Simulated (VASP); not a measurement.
# MgO (Fm-3m) in VASP: single point with PBE

Aim: the single point of MgO with PBE.

Everything below comes from runs of VASP 6.6.1. Logs are shortened: lines on timing, memory, paths and dates and some standing lists are left out, and cuts for length are marked.

## Step 1: The cell of the first run

It takes space group Fm-3m (No. 225, cubic). Conventional cell: a = 4.257 Å, b = 4.257 Å, c = 4.257 Å, α = 90.00°, β = 90.00°, γ = 90.00°. Within 2.8 Å of Mg (site symmetry m-3m) lie 6 O at 2.13 Å. O (site symmetry m-3m) has 6 Mg at 2.13 Å within 2.8 Å.

## Step 2: Single point, PBE

INCAR

```
PREC = Accurate
ENCUT = 840
EDIFF = 1E-6
ISMEAR = 0
SIGMA = 0.05
LREAL = F
LASPH = T
NELM = 120
ALGO = Normal
ISIF = 2
LWAVE = F
LCHARG = T
GGA = PE
LELF = T
LVHAR = T
NBANDS = 15
GGA_COMPAT = F
```

KPOINTS

```
regular mesh
0
Gamma
  8 8 8
```

POSCAR

```
MgO
1.0
    0.0000000000      2.1286887313      2.1286887313
    2.1286887313      0.0000000000      2.1286887313
    2.1286887313      2.1286887313      0.0000000000
Mg O
1 1
Direct
    0.0000000000      0.0000000000      0.0000000000
    0.5000000000      0.5000000000      0.5000000000
```

Potentials or basis: VASP PAW PBE potentials, release 64 (Mg_sv, O).

Run with:

```console
$ cat potpaw_PBE.64/Mg_sv/POTCAR potpaw_PBE.64/O/POTCAR > POTCAR
$ mpirun -np 1 vasp_std > vasp.out
```

OUTCAR:

```text
PREC = Accurate
   ENCUT = 840
   EDIFF = 1E-6
   ISMEAR = 0
   LREAL = F
   LASPH = T
   NELM = 120
   ISIF = 2
   GGA = PE

 ion  position               nearest neighbor table
   1  0.000  0.000  0.000-
   2  0.500  0.500  0.500-

  LATTYP: Found a face centered cubic cell.
 ALAT       =     4.2573774626

  Lattice vectors:

 A1 = (   0.0000000000,   2.1286887313,   2.1286887313)
 A2 = (   2.1286887313,   0.0000000000,   2.1286887313)
 A3 = (   2.1286887313,   2.1286887313,   0.0000000000)

Analysis of symmetry for initial positions (statically):
=====================================================================
 Subroutine PRICEL returns:
 Original cell was already a primitive cell.

 Routine SETGRP: Setting up the symmetry group for a
 face centered cubic supercell.

 Subroutine GETGRP returns: Found 48 space group operations
 (whereof 48 operations were pure point group operations)
 out of a pool of 48 trial point group operations.

The static configuration has the point symmetry O_h .

Analysis of symmetry for dynamics (positions and initial velocities):
=====================================================================
 Subroutine PRICEL returns:
 Original cell was already a primitive cell.

 Routine SETGRP: Setting up the symmetry group for a
 face centered cubic supercell.

 Subroutine GETGRP returns: Found 48 space group operations
 (whereof 48 operations were pure point group operations)
 out of a pool of 48 trial point group operations.

The dynamic configuration has the point symmetry O_h .

 Subroutine INISYM returns: Found 48 space group operations
 (whereof 48 operations are pure point group operations),
 and found     1 'primitive' translations

----------------------------------------------------------------------------------------

                                     Primitive cell

  volume of cell :      19.2915

  direct lattice vectors                    reciprocal lattice vectors
     0.000000000  2.128688731  2.128688731    -0.234886385  0.234886385  0.234886385
     2.128688731  0.000000000  2.128688731     0.234886385 -0.234886385  0.234886385
     2.128688731  2.128688731  0.000000000     0.234886385  0.234886385 -0.234886385

  length of vectors
     3.010420474  3.010420474  3.010420474     0.406835152  0.406835152  0.406835152

  position of ions in fractional coordinates (direct lattice)
     0.000000000  0.000000000  0.000000000
     0.500000000  0.500000000  0.500000000

  ion indices of the primitive-cell ions
   primitive index   ion index
                 1           1
                 2           2

----------------------------------------------------------------------------------------

 KPOINTS: regular mesh

Automatic generation of k-mesh.
 Grid dimensions read from file:
 generate k-points for:    8    8    8

 Generating k-lattice:

  Cartesian coordinates                     Fractional coordinates (reciprocal lattice)
    -0.029360798  0.029360798  0.029360798     0.125000000  0.000000000  0.000000000
     0.029360798 -0.029360798  0.029360798     0.000000000  0.125000000  0.000000000
     0.029360798  0.029360798 -0.029360798     0.000000000  0.000000000  0.125000000

  Length of vectors
     0.050854394  0.050854394  0.050854394

  Shift w.r.t. Gamma in fractional coordinates (k-lattice)
     0.000000000  0.000000000  0.000000000

 Subroutine IBZKPT returns following result:
 ===========================================

 Found     29 irreducible k-points:

 Following reciprocal coordinates:
            Coordinates               Weight
  0.000000  0.000000  0.000000      1.000000
  0.125000  0.000000  0.000000      8.000000
  0.250000  0.000000  0.000000      8.000000
  0.375000  0.000000  0.000000      8.000000
  0.500000  0.000000  0.000000      4.000000
  0.125000  0.125000  0.000000      6.000000
[... 16 lines left out ...]
  0.500000  0.250000  0.125000     48.000000
 -0.375000  0.250000  0.125000     24.000000
 [... further k-points ...]
   k-points           NKPTS =     29   k-points in BZ     NKDIM =     29   number of bands    NBANDS=     15
   number of dos      NEDOS =    301   number of ions     NIONS =      2
   total plane-waves  NPLWV =  21952
   dimension x,y,z NGX =    28 NGY =   28 NGZ =   28
   dimension x,y,z NGXF=    56 NGYF=   56 NGZF=   56
   ions per type =               1   1
   NGX,Y,Z   is equivalent  to a cutoff of  15.46, 15.46, 15.46 a.u.
   NGXF,Y,Z  is equivalent  to a cutoff of  30.93, 30.93, 30.93 a.u.
 SYSTEM =  unknown system
   PREC   = accura    normal or accurate (medium, high low for compatibility)
   ISTART =      0    job   : 0-new  1-cont  2-samecut
   ICHARG =      2    charge: 1-file 2-atom 10-const
   ISPIN  =      1    spin polarized calculation?
   LNONCOLLINEAR =      F non collinear calculations
   LSORBIT =      F    spin-orbit coupling
   LASPH  =      T    aspherical Exc in radial PAW
   ENCUT  =  840.0 eV  61.74 Ry    7.86 a.u.   7.11  7.11  7.11*2*pi/ulx,y,z
   NELM   =    120;   NELMIN=  2; NELMDL= -5     # of ELM steps
   EDIFF  = 0.1E-05   stopping-criterion for ELM
   LREAL  =      F    real-space projection
   EDIFFG = 0.1E-04   stopping-criterion for IOM
   NSW    =      0    number of steps for IOM
   IBRION =     -1    ionic relax: 0-MD 1-quasi-New 2-CG
   NFREE  =      0    steps in history (QN), initial steepest desc. (CG)
   ISIF   =      2    stress and relaxation
   ISYM   =      2    0-nonsym 1-usesym 2-fastsym
   POTIM  = 0.5000    time-step for ionic-motion
   TEBEG  =    0.0;   TEEND  =   0.0 temperature during run
   PSTRESS=    0.0 pullay stress
   NELECT =      16.0000    total number of electrons
   NUPDOWN=      -1.0000    fix difference up-down
   EMIN   =  10.00;   EMAX   =-10.00  energy-range for DOS
   EFERMI =   0.00;   METHOD = LEGACY
   ISMEAR =     0;   SIGMA  =   0.05  broadening in eV -4-tet -1-fermi 0-gaus
   EFERMI_NEDOS =   21; number of points for ismear=-14 and -15
   IALGO  =     38    algorithm
   IMIX   =      4    mixing-type and parameters
     AMIX     =   0.40;   BMIX     =  1.00
     AMIX_MAG =   1.60;   BMIX_MAG =  1.00
  volume/ion in A,a.u.               =       9.65        65.09
  Fermi-wavevector in a.u.,A,eV,Ry     =   1.538129  2.906642 32.189204  2.365840
  Thomas-Fermi vector in A             =   2.644541
   LORBIT       =      0    0 simple, 1 ext, 2 COOP (PROOUT), +10 PAW based schemes
   GGA     = PE    functional components
   LHFCALC =     F    Hartree Fock is set to
   AEXX    =    0.0000 exact exchange contribution
   IVDW    =     0    specifies the selected vdW correction
   LEPSILON=     F    determine dielectric tensor
   LRPA    =     F    only Hartree local field effects (RPA)
 non-spin polarized calculation
 Gauss-broadening in eV      SIGMA  =   0.05
  energy-cutoff  :      840.00
  volume of cell :       19.29
 maximum number of plane-waves:      1090
   NGX = 15   NGY = 15   NGZ = 15

 number of electron      15.9999997 magnetization

 Free energy of the ion-electron system (eV)
  ---------------------------------------------------
  ext. energy  EPLUGINS =         0.00000000
  ---------------------------------------------------
  free energy    TOTEN  =       -11.88491237 eV

  energy without entropy =      -11.88491237  energy(sigma->0) =      -11.88491237

 E-fermi :   2.9007     XC(G=0): -11.2306

 val. band max:        2.6887399148   @ k =   0.0000   0.0000   0.0000
 cond. band min:       7.1232142358   @ k =   0.0000   0.0000   0.0000
 fundamental gap:      4.4344743210
 Fermi energy:         2.9006967220

 k-point     1 :       0.0000    0.0000    0.0000
  band No.  band energies     occupation
      1     -69.6922      2.00000
      2     -36.4206      2.00000
      3     -36.4206      2.00000
      4     -36.4206      2.00000
      5     -14.3997      2.00000
      6       2.6887      2.00000
      7       2.6887      2.00000
      8       2.6887      2.00000
      9       7.1232      0.00000
     10      18.3118      0.00000
     11      18.3118      0.00000
     12      18.3118      0.00000
     13      22.1407      0.00000
     14      23.8856      0.00000
     15      23.8856      0.00000

 k-point     2 :       0.1250    0.0000    0.0000
  band No.  band energies     occupation
      1     -69.6910      2.00000
      2     -36.4318      2.00000
      3     -36.4218      2.00000
      4     -36.4218      2.00000
      5     -14.2415      2.00000
      6       1.7481      2.00000
      7       2.5911      2.00000
      8       2.5911      2.00000
      9       8.0401      0.00000
     10      16.6428      0.00000
     11      18.6521      0.00000
     12      18.6521      0.00000
     13      22.8772      0.00000
     14      22.8772      0.00000
     15      24.2030      0.00000

 k-point     3 :       0.2500    0.0000    0.0000
  band No.  band energies     occupation
      1     -69.6886      2.00000
      2     -36.4588      2.00000
      3     -36.4246      2.00000
      4     -36.4246      2.00000
      5     -13.8329      2.00000
      6       0.0945      2.00000
      7       2.3657      2.00000
      8       2.3657      2.00000
      9       9.4984      0.00000
     10      15.0655      0.00000
     11      19.0884      0.00000
     12      19.0884      0.00000
     13      22.4890      0.00000
     14      22.4890      0.00000
     15      24.2109      0.00000
[... 343 lines left out ...]
 k-point    23 :       0.5000    0.2500    0.1250
  band No.  band energies     occupation
      1     -69.6844      2.00000
      2     -36.4783      2.00000
      3     -36.4452      2.00000
      4     -36.4325      2.00000
      5     -13.1949      2.00000
      6      -0.9010      2.00000
      7       1.0335      2.00000
      8       1.8603      2.00000
      9      11.9206      0.00000
     10      14.1241      0.00000
     11      16.2893      0.00000
     12      19.4652      0.00000
     13      22.0336      0.00000
     14      24.6910      0.00000
     15      28.2225      0.00000

 k-point    24 :      -0.3750    0.2500    0.1250
  band No.  band energies     occupation
      1     -69.6836      2.00000
      2     -36.4845      2.00000
      3     -36.4471      2.00000
      4     -36.4348      2.00000
      5     -13.0389      2.00000
      6      -1.1763      2.00000
      7       0.8333      2.00000
      8       1.7452      2.00000
      9      12.1416      0.00000
     10      14.5854      0.00000
     11      15.8747      0.00000
     12      19.2189      0.00000
     13      22.8483      0.00000
     14      24.3545      0.00000
     15      28.3700      0.00000

 [... further k-points ...]

------------------------ aborting loop because EDIFF is reached ----------------------------------------

  FORCE on cell =-STRESS in cart. coord.  units (eV):
  Direction    XX          YY          ZZ          XY          YZ          ZX
  --------------------------------------------------------------------------------------
  -------------------------------------------------------------------------------------
  Total       -0.0401901     -0.0401901     -0.0401901      0.0000000     -0.0000000     -0.0000000
  in kB       -3.3378263     -3.3378263     -3.3378263      0.0000000     -0.0000000     -0.0000000
  external PRESSURE =      -3.3378263 kB  Pullay stress =       0.0000000 kB

 VOLUME and BASIS-vectors are now :
 -----------------------------------------------------------------------------
  energy-cutoff  :      840.00
  volume of cell :       19.29
      direct lattice vectors                 reciprocal lattice vectors
     0.000000000  2.128688731  2.128688731    -0.234886385  0.234886385  0.234886385
     2.128688731  0.000000000  2.128688731     0.234886385 -0.234886385  0.234886385
     2.128688731  2.128688731  0.000000000     0.234886385  0.234886385 -0.234886385

 POSITION                                       TOTAL-FORCE (eV/Angst)
 -----------------------------------------------------------------------------------
      0.00000      0.00000      0.00000         0.000000      0.000000     -0.000000
      2.12869      2.12869      2.12869        -0.000000     -0.000000      0.000000
 -----------------------------------------------------------------------------------
    total drift:                                0.000000      0.000000      0.000000

  FREE ENERGIE OF THE ION-ELECTRON SYSTEM (eV)
  ---------------------------------------------------
  free  energy   TOTEN  =       -11.8849123744 eV

  energy  without entropy=      -11.8849123744  energy(sigma->0) =      -11.88491237
```

It took 14 s on 1 thread of Intel Xeon Platinum 8375C at 2.90GHz (Ice Lake), shared host; peak memory 0.16 GiB.

Results:

* Free energy: -11.8849 eV
* Pressure: -0.3 GPa
* Band gap on the k mesh: 4.43 eV

Levels at points of the mesh, in eV from the valence-band top:
| k point | band 4 | band 5 | band 6 | band 7 | band 8 | band 9 | band 10 | band 11 | band 12 | band 13 |
| --- | --- | --- | --- | --- | --- | --- | --- | --- | --- | --- |
| (0.00, 0.00, 0.00) | -39.11 | -17.09 | 0.00 | 0.00 | 0.00 | 4.43 | 15.62 | 15.62 | 15.62 | 19.45 |
| (0.50, 0.00, 0.00) | -39.12 | -15.86 | -4.47 | -0.62 | -0.62 | 7.71 | 12.25 | 16.00 | 16.00 | 20.47 |
| (0.50, 0.50, 0.00) | -39.13 | -15.65 | -3.93 | -1.30 | -1.30 | 9.08 | 9.66 | 12.77 | 18.51 | 18.51 |
